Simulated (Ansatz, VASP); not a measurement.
# Ru: VASP beside Ansatz

```
CELL_PARAMETERS angstrom
3.37932 0.00000 0.00000
-1.68966 2.92657 0.00000
0.00000 0.00000 5.57587
ATOMIC_POSITIONS crystal
Ru 0.33333 0.66667 0.43750
Ru 0.66667 0.33333 0.93750
Ru 0.66667 0.33333 0.56250
Ru 0.33333 0.66667 0.06250
```

Alike in both runs: task single point; functional r2SCAN; k mesh 6 × 6 × 4; occupations gaussian, width 0.1 eV; no spin polarisation.

|  | VASP | Ansatz |
| --- | --- | --- |
| version | VASP 6.6.1 | Ansatz 0.2.0 |
| potentials or method | VASP PAW PBE potentials, release 64 (Ru_pv), cutoff 520 eV | scalar-relativistic, plane waves, PAW |
| valence electrons in the cell | 56 | 64 |

|  | VASP | Ansatz | Ansatz less VASP |
| --- | --- | --- | --- |
| gap on the k mesh at the Fermi level (eV) | none | none | - |
| rms of the force components (eV/Å) | 0.021 | 0.062 | +0.0411 |

VASP's potentials were made for PBE, not for r2SCAN. Atom by atom the forces differ by 0.041 eV/Å (rms over components). A gap of «none» marks a metal or a gap that the smearing closes. VASP's potentials hold 56 valence electrons a cell and Ansatz's 64, so a difference there can come from the potentials and not from the codes.
